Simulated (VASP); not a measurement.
Runs of VASP 6.6.1 on MgO. The structure is that of space group C2/m (No. 12), or close to it. The cells are those of the table. 

```csv
cell,gap on the mesh (eV),pressure (GPa),largest force (eV/Å)
"a = 3.521, b = 3.521, c = 13.141 Å, angles 77.1, 77.8, 60.0°, 12 atoms",(b),0.2,3.52
"a = 3.521, b = 3.521, c = 12.839 Å, angles 82.1, 86.1, 60.0°, 12 atoms",2.11,0.4,2.89
"a = 3.521, b = 3.521, c = 12.782 Å, angles 84.7, 85.4, 60.0°, 12 atoms",(a),0.5,2.65
"a = 3.521, b = 3.521, c = 13.206 Å, angles 74.5, 80.4, 60.0°, 12 atoms",3.13,-0.5,1.07
```

Alike in all rows: task single point; level PBE; potentials or basis VASP PAW PBE potentials, release 64 (Mg, O); no spin polarisation; k mesh 7 × 7 × 2; cutoff (eV) 520; smearing gaussian 0.05 eV.

Q: Estimate the missing entries.

A: (a) 1.92; (b) 2.43.

Caveats: an odd mesh through Γ misses points on the zone boundary, where band edges can lie; forces of over 1 eV/Å act on the atoms, so gaps and moduli don't describe the material at rest.
